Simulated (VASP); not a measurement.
# Na16N (a cell with a defect) in VASP: notebook

Na16N (a cell with a defect) is run at these levels: PBEsol; tasks: single point.

Everything below comes from runs of VASP 6.6.1. Logs are shortened: lines on timing, memory, paths and dates and some standing lists are left out, and cuts for length are marked.

### 1 The cell of the first run

The cell holds a defect, 17 atoms: a = 8.460 Å, b = 8.460 Å, c = 8.460 Å, α = 90.00°, β = 90.00°, γ = 90.00°.

### 2 Single point, PBEsol

INCAR reads:

```
SYSTEM = Na16N
PREC = Accurate ; ENCUT = 520
EDIFF = 1E-6 ; ISMEAR = -1
SIGMA = 0.15 ; LREAL = Auto
LASPH = .True. ; NELM = 100
ALGO = Normal ; ISIF = 2
LWAVE = .False. ; LCHARG = .True.
GGA = PS ; LELF = .True.
LVHAR = .True. ; NBANDS = 72
```

KPOINTS reads:

```
Automatic mesh
0
Gamma
  2 2 2
  0 0 0
```

POSCAR reads:

```
Na16N
1.0
    8.4600000000      0.0000000000      0.0000000000
    0.0000000000      8.4600000000      0.0000000000
    0.0000000000      0.0000000000      8.4600000000
Na N
16 1
Direct
    0.0036170213     -0.0165839243     -0.0189952719
    0.5054964539      0.0323995272     -0.0314657210
    0.0286761229      0.5464539007      0.0330023641
    0.0584397163     -0.0558747045      0.5086406619
    0.2192080378      0.2627541371      0.2172104019
    0.5148345154      0.4705555556      0.0281323877
    0.4966075650      0.0694562648      0.5353782506
    0.8142080378      0.2346453901      0.2042553191
   -0.0191607565      0.4836170213      0.4992907801
    0.3100709220      0.7497281324      0.2665130024
    0.2044089835      0.2350354610      0.7655910165
    0.5297754137      0.4619385343      0.4934278960
    0.7747990544      0.7661820331      0.2497635934
    0.8140543735      0.2456855792      0.8466903073
    0.3264302600      0.7781323877      0.7297872340
    0.7165957447      0.7083569740      0.6894680851
    0.0289243499      0.2172931442      0.0339716312
```

Potentials or basis: VASP PAW PBE potentials, release 64 (Na_pv, N).

Command:

```console
$ cat potpaw_PBE.64/Na_pv/POTCAR potpaw_PBE.64/N/POTCAR > POTCAR
$ mpirun -np 1 vasp_std > vasp.out
```

OUTCAR:

```text
SYSTEM = Na16N
   PREC = Accurate
   ENCUT = 520
   EDIFF = 1E-6
   ISMEAR = -1
   LREAL = Auto
   LASPH = .True.
   NELM = 100
   ISIF = 2
   GGA = PS

 ion  position               nearest neighbor table
   1  0.004  0.983  0.981-  17 2.04
   2  0.505  0.032  0.969-
   3  0.029  0.546  0.033-
   4  0.058  0.944  0.509-
   5  0.219  0.263  0.217-  17 2.27
   6  0.515  0.471  0.028-
   7  0.497  0.069  0.535-
   8  0.814  0.235  0.204-
   9  0.981  0.484  0.499-
  10  0.310  0.750  0.267-
  11  0.204  0.235  0.766-
  12  0.530  0.462  0.493-
  13  0.775  0.766  0.250-
  14  0.814  0.246  0.847-
  15  0.326  0.778  0.730-
  16  0.717  0.708  0.689-
  17  0.029  0.217  0.034-   1 2.04   5 2.27

  LATTYP: Found a simple cubic cell.
 ALAT       =     8.4600000000

  Lattice vectors:

 A1 = (   8.4600000000,   0.0000000000,   0.0000000000)
 A2 = (   0.0000000000,   8.4600000000,   0.0000000000)
 A3 = (   0.0000000000,   0.0000000000,   8.4600000000)

Analysis of symmetry for initial positions (statically):
=====================================================================
 Subroutine PRICEL returns:
 Original cell was already a primitive cell.

 Routine SETGRP: Setting up the symmetry group for a
 simple cubic supercell.

 Subroutine GETGRP returns: Found  1 space group operations
 (whereof  1 operations were pure point group operations)
 out of a pool of 48 trial point group operations.

The static configuration has the point symmetry C_1 .

Analysis of symmetry for dynamics (positions and initial velocities):
=====================================================================
 Subroutine PRICEL returns:
 Original cell was already a primitive cell.

 Routine SETGRP: Setting up the symmetry group for a
 simple cubic supercell.

 Subroutine GETGRP returns: Found  1 space group operations
 (whereof  1 operations were pure point group operations)
 out of a pool of 48 trial point group operations.

The dynamic configuration has the point symmetry C_1 .

 Subroutine INISYM returns: Found  1 space group operations
 (whereof  1 operations are pure point group operations),
 and found     1 'primitive' translations

----------------------------------------------------------------------------------------

                                     Primitive cell

  volume of cell :     605.4957

  direct lattice vectors                    reciprocal lattice vectors
     8.460000000  0.000000000  0.000000000     0.118203310  0.000000000  0.000000000
     0.000000000  8.460000000  0.000000000     0.000000000  0.118203310  0.000000000
     0.000000000  0.000000000  8.460000000     0.000000000  0.000000000  0.118203310

  length of vectors
     8.460000000  8.460000000  8.460000000     0.118203310  0.118203310  0.118203310

  position of ions in fractional coordinates (direct lattice)
     0.003617021  0.983416076  0.981004728
     0.505496454  0.032399527  0.968534279
     0.028676123  0.546453901  0.033002364
     0.058439716  0.944125296  0.508640662
     0.219208038  0.262754137  0.217210402
     0.514834515  0.470555556  0.028132388
[... 9 lines left out ...]
     0.716595745  0.708356974  0.689468085
     0.028924350  0.217293144  0.033971631

  ion indices of the primitive-cell ions
   primitive index   ion index
                 1           1
                 2           2
                 3           3
                 4           4
                 5           5
                 6           6
[... 9 lines left out ...]
                16          16
                17          17

----------------------------------------------------------------------------------------

 KPOINTS: Automatic mesh

Automatic generation of k-mesh.
 Grid dimensions read from file:
 generate k-points for:    2    2    2

 Generating k-lattice:

  Cartesian coordinates                     Fractional coordinates (reciprocal lattice)
     0.059101655  0.000000000  0.000000000     0.500000000  0.000000000  0.000000000
     0.000000000  0.059101655  0.000000000     0.000000000  0.500000000  0.000000000
     0.000000000  0.000000000  0.059101655     0.000000000  0.000000000  0.500000000

  Length of vectors
     0.059101655  0.059101655  0.059101655

  Shift w.r.t. Gamma in fractional coordinates (k-lattice)
     0.000000000  0.000000000  0.000000000

 Subroutine IBZKPT returns following result:
 ===========================================

 Found      8 irreducible k-points:

 Following reciprocal coordinates:
            Coordinates               Weight
  0.000000  0.000000  0.000000      1.000000
  0.500000  0.000000  0.000000      1.000000
  0.000000  0.500000  0.000000      1.000000
  0.000000  0.000000  0.500000      1.000000
  0.500000  0.500000  0.000000      1.000000
  0.000000  0.500000  0.500000      1.000000
  0.500000  0.000000  0.500000      1.000000
  0.500000  0.500000  0.500000      1.000000
   k-points           NKPTS =      8   k-points in BZ     NKDIM =      8   number of bands    NBANDS=     72
   number of dos      NEDOS =    301   number of ions     NIONS =     17
   total plane-waves  NPLWV = 262144
   dimension x,y,z NGX =    64 NGY =   64 NGZ =   64
   dimension x,y,z NGXF=   128 NGYF=  128 NGZF=  128
   ions per type =              16   1
   NGX,Y,Z   is equivalent  to a cutoff of  12.58, 12.58, 12.58 a.u.
   NGXF,Y,Z  is equivalent  to a cutoff of  25.15, 25.15, 25.15 a.u.
 SYSTEM =  Na16N
   PREC   = accura    normal or accurate (medium, high low for compatibility)
   ISTART =      0    job   : 0-new  1-cont  2-samecut
   ICHARG =      2    charge: 1-file 2-atom 10-const
   ISPIN  =      1    spin polarized calculation?
   LNONCOLLINEAR =      F non collinear calculations
   LSORBIT =      F    spin-orbit coupling
   LASPH  =      T    aspherical Exc in radial PAW
   ENCUT  =  520.0 eV  38.22 Ry    6.18 a.u.  15.73 15.73 15.73*2*pi/ulx,y,z
   NELM   =    100;   NELMIN=  2; NELMDL= -5     # of ELM steps
   EDIFF  = 0.1E-05   stopping-criterion for ELM
   LREAL  =      T    real-space projection
   EDIFFG = 0.1E-04   stopping-criterion for IOM
   NSW    =      0    number of steps for IOM
   IBRION =     -1    ionic relax: 0-MD 1-quasi-New 2-CG
   NFREE  =      0    steps in history (QN), initial steepest desc. (CG)
   ISIF   =      2    stress and relaxation
   ISYM   =      2    0-nonsym 1-usesym 2-fastsym
   POTIM  = 0.5000    time-step for ionic-motion
   TEBEG  =    0.0;   TEEND  =   0.0 temperature during run
   PSTRESS=    0.0 pullay stress
   NELECT =     117.0000    total number of electrons
   NUPDOWN=      -1.0000    fix difference up-down
   EMIN   =  10.00;   EMAX   =-10.00  energy-range for DOS
   EFERMI =   0.00;   METHOD = LEGACY
   ISMEAR =    -1;   SIGMA  =   0.15  broadening in eV -4-tet -1-fermi 0-gaus
   EFERMI_NEDOS =   21; number of points for ismear=-14 and -15
   IALGO  =     38    algorithm
   IMIX   =      4    mixing-type and parameters
     AMIX     =   0.40;   BMIX     =  1.00
     AMIX_MAG =   1.60;   BMIX_MAG =  1.00
  volume/ion in A,a.u.               =      35.62       240.36
  Fermi-wavevector in a.u.,A,eV,Ry     =   0.946455  1.788540 12.187775  0.895776
  Thomas-Fermi vector in A             =   2.074454
   LORBIT       =      0    0 simple, 1 ext, 2 COOP (PROOUT), +10 PAW based schemes
   GGA     = PS    functional components
   LHFCALC =     F    Hartree Fock is set to
   AEXX    =    0.0000 exact exchange contribution
   IVDW    =     0    specifies the selected vdW correction
   LEPSILON=     F    determine dielectric tensor
   LRPA    =     F    only Hartree local field effects (RPA)
 non-spin polarized calculation
  energy-cutoff  :      520.00
  volume of cell :      605.50
 maximum number of plane-waves:     16384
 NGX is ok and might be reduce to    64
   NGX = 31   NGY = 31   NGZ = 31

 number of electron     117.0000001 magnetization

 Free energy of the ion-electron system (eV)
  ---------------------------------------------------
  ext. energy  EPLUGINS =         0.00000000
  ---------------------------------------------------
  free energy    TOTEN  =       -28.77293142 eV

  energy without entropy =      -28.02170014  energy(sigma->0) =      -28.39731578

 E-fermi :   0.1657     XC(G=0):  -6.4863

 val. band max:        0.1479155740   @ k =   0.0000   0.5000   0.5000
 cond. band min:       0.1807357126   @ k =   0.5000   0.5000   0.0000
 fundamental gap:      0.0328201386
 Fermi energy:         0.1657066105

 k-point     1 :       0.0000    0.0000    0.0000
  band No.  band energies     occupation
      1     -24.7485      2.00000
      2     -24.7446      2.00000
      3     -24.7381      2.00000
      4     -24.7358      2.00000
      5     -24.7324      2.00000
      6     -24.7267      2.00000
[... 62 lines left out ...]
     69       2.0009      0.00001
     70       2.1699      0.00000

 k-point     2 :       0.5000    0.0000    0.0000
  band No.  band energies     occupation
      1     -24.7484      2.00000
      2     -24.7446      2.00000
      3     -24.7381      2.00000
      4     -24.7358      2.00000
      5     -24.7324      2.00000
      6     -24.7267      2.00000
[... 62 lines left out ...]
     69       2.1480      0.00000
     70       2.5614      0.00000

 k-point     3 :       0.0000    0.5000    0.0000
  band No.  band energies     occupation
      1     -24.7485      2.00000
      2     -24.7445      2.00000
      3     -24.7380      2.00000
      4     -24.7358      2.00000
      5     -24.7323      2.00000
      6     -24.7270      2.00000
[... 354 lines left out ...]
     69       2.5097      0.00000
     70       2.6980      0.00000

 k-point     8 :       0.5000    0.5000    0.5000
  band No.  band energies     occupation
      1     -24.7484      2.00000
      2     -24.7445      2.00000
      3     -24.7380      2.00000
      4     -24.7358      2.00000
      5     -24.7323      2.00000
      6     -24.7269      2.00000
[... 62 lines left out ...]
     69       2.5956      0.00000
     70       2.6905      0.00000
 [bands above 70 left out]

------------------------ aborting loop because EDIFF is reached ----------------------------------------

  FORCE on cell =-STRESS in cart. coord.  units (eV):
  Direction    XX          YY          ZZ          XY          YZ          ZX
  --------------------------------------------------------------------------------------
  -------------------------------------------------------------------------------------
  Total       -0.0013824      2.7471911     -1.0625296     -0.2079892      0.7996847      0.2134760
  in kB       -0.0036580      7.2692291     -2.8115159     -0.5503517      2.1160128      0.5648700
  external PRESSURE =       1.4846851 kB  Pullay stress =       0.0000000 kB

 VOLUME and BASIS-vectors are now :
 -----------------------------------------------------------------------------
  energy-cutoff  :      520.00
  volume of cell :      605.50
      direct lattice vectors                 reciprocal lattice vectors
     8.460000000  0.000000000  0.000000000     0.118203310  0.000000000  0.000000000
     0.000000000  8.460000000  0.000000000     0.000000000  0.118203310  0.000000000
     0.000000000  0.000000000  8.460000000     0.000000000  0.000000000  0.118203310

 POSITION                                       TOTAL-FORCE (eV/Angst)
 -----------------------------------------------------------------------------------
      0.03060      8.31970      8.29930         0.134051     -1.612851     -0.161348
      4.27650      0.27410      8.19380        -0.022508     -0.126911      0.190830
      0.24260      4.62300      0.27920         0.028047     -0.533269     -0.213487
      0.49440      7.98730      4.30310        -0.240629      0.127412     -0.070731
      1.85450      2.22290      1.83760         0.048166     -0.199436      0.063730
      4.35550      3.98090      0.23800        -0.008123      0.168711     -0.132017
[... 9 lines left out ...]
      6.06240      5.99270      5.83290         0.184566      0.275828      0.277768
      0.24470      1.83830      0.28740        -0.076456      1.926257     -0.325729
 -----------------------------------------------------------------------------------
    total drift:                               -0.001674      0.000689      0.000646

  FREE ENERGIE OF THE ION-ELECTRON SYSTEM (eV)
  ---------------------------------------------------
  free  energy   TOTEN  =       -28.7729314248 eV

  energy  without entropy=      -28.0217001387  energy(sigma->0) =      -28.39731578
```

Run time: 19 min. Hardware: 1 thread of AMD EPYC 7R43 (Zen 3), shared host; peak memory 0.59 GiB.

What came out:

- Free energy: -28.7729 eV
- Pressure: 0.1 GPa
- Largest force: 1.955 eV/Å
- Band gap on the k mesh: zero (an odd number of electrons rules out a gap without spin polarisation)

Forces in eV/Å, atoms in the order of the input:
```
Na   0.134 -1.613 -0.161
Na  -0.023 -0.127  0.191
Na   0.028 -0.533 -0.213
Na  -0.241  0.127 -0.071
Na   0.048 -0.199  0.064
Na  -0.008  0.169 -0.132
Na   0.205 -0.094 -0.201
Na   0.068 -0.050  0.294
Na   0.168  0.050 -0.007
Na   0.064  0.037  0.013
Na  -0.145  0.197  0.493
Na  -0.149 -0.071 -0.100
Na  -0.239  0.026  0.078
Na   0.146  0.229 -0.298
Na  -0.165 -0.349  0.099
Na   0.185  0.276  0.278
N   -0.076  1.926 -0.326
```

Stress tensor (GPa, compression positive):
```
 0.00 -0.06  0.06
-0.06  0.73  0.21
 0.06  0.21 -0.28
```

Caveat: the k points lie up to 0.37 Å⁻¹ apart, too coarse for converged energies and pressures of a metal; the PAW data sets were made with another functional, which shifts forces and pressure a little.

### 3 Single point, PBEsol

INCAR reads:

```
SYSTEM = Na16N
PREC = Accurate ; ENCUT = 520
EDIFF = 1E-7 ; ISMEAR = -1
SIGMA = 0.15 ; LREAL = Auto
LASPH = .TRUE. ; NELM = 100
ALGO = Normal ; ISIF = 2
LWAVE = .FALSE. ; LCHARG = .FALSE.
GGA = PS ; NBANDS = 72
```

KPOINTS reads:

```
regular mesh
0
G
  2 2 2
  0 0 0
```

POSCAR reads:

```
Na16N
1.0
    8.4600000000      0.0000000000      0.0000000000
    0.0000000000      8.4600000000      0.0000000000
    0.0000000000      0.0000000000      8.4600000000
Na N
16 1
Direct
    0.0075413712     -0.0192198582     -0.0310283688
    0.5178486998      0.0404728132     -0.0374113475
    0.0352127660      0.5194917258      0.0016075650
    0.0523758865     -0.0965839243      0.5212411348
    0.2145153664      0.2923049645      0.2263475177
    0.5360165485      0.4435933806      0.0322695035
    0.5062765957      0.0596099291      0.5760165485
    0.8308747045      0.2074231678      0.2117612293
   -0.0310165485      0.4635342790      0.5287943262
    0.3372104019      0.6999290780      0.2735342790
    0.2146335697      0.2078959811      0.7841607565
    0.5131796690      0.4389361702      0.4649881797
    0.8170094563      0.7694208038      0.2561111111
    0.8416903073      0.2225886525      0.8510638298
    0.3453900709      0.7957092199      0.7179432624
    0.7172340426      0.7064539007      0.6519739953
    0.0551654846      0.2729787234     -0.0197281324
```

Potentials or basis: VASP PAW PBE potentials, release 64 (Na_pv, N).

Command:

```console
$ cat potpaw_PBE.64/Na_pv/POTCAR potpaw_PBE.64/N/POTCAR > POTCAR
$ mpirun -np 1 vasp_std > vasp.out
```

Wall time 15 min (1 thread of AMD EPYC 7R43 (Zen 3), shared host); peak memory 0.61 GiB.

It converged, with:

```yaml
Free_energy: -27.9700 eV
Pressure: 0.7 GPa
Largest_force: 1.655 eV/Å
Band_gap_on_the_k_mesh: zero (an odd number of electrons rules out a gap without spin polarisation)
```

Forces on the atoms (eV/Å):
```
Na   0.487 -0.263  0.266
Na   0.020 -0.251  0.424
Na  -0.054  0.993 -0.137
Na  -0.066  0.254 -0.061
Na  -0.142 -0.379 -0.320
Na   0.022  0.208 -0.219
Na   0.381  0.200 -0.570
Na   0.179  0.160  0.104
Na   0.242 -0.062 -0.026
Na  -0.122  0.384 -0.045
Na   0.253  0.372 -0.249
Na   0.109 -0.109  0.164
Na  -0.330 -0.127 -0.082
Na  -0.807  0.404 -0.901
Na  -0.272 -0.683  0.275
Na   0.029  0.191  0.343
N    0.073 -1.291  1.034
```

Stress tensor (GPa, compression positive):
```
 0.83 -0.33  0.08
-0.33  1.14 -0.07
 0.08 -0.07  0.25
```

Levels at points of the mesh, in eV from the Fermi level:
```
           k point  band 56  band 57  band 58  band 59  band 60  band 61  band 62  band 63
(0.00, 0.00, 0.00)    -0.64    -0.52    -0.42    -0.19     0.82     0.88     0.92     1.03
(0.50, 0.00, 0.00)    -0.33    -0.25    -0.22    -0.06     0.09     0.18     0.42     1.32
(0.00, 0.50, 0.00)    -0.52    -0.38    -0.33    -0.03     0.16     0.23     0.40     1.33
(0.00, 0.00, 0.50)    -0.52    -0.48    -0.32    -0.05     0.20     0.33     0.45     1.31
(0.50, 0.50, 0.00)    -0.92     0.01     0.07     0.11     0.15     0.33     0.42     0.90
(0.00, 0.50, 0.50)    -0.83    -0.10     0.01     0.05     0.28     0.34     0.55     0.86
(0.50, 0.00, 0.50)    -0.87     0.00     0.05     0.09     0.16     0.32     0.39     0.98
(0.50, 0.50, 0.50)    -1.17    -0.54    -0.48    -0.40    -0.36     1.95     2.02     2.21
```

Caveat: the k points lie up to 0.37 Å⁻¹ apart, too coarse for converged energies and pressures of a metal; the PAW data sets were made with another functional, which shifts forces and pressure a little.

(Part 1 of 2 ends here.)
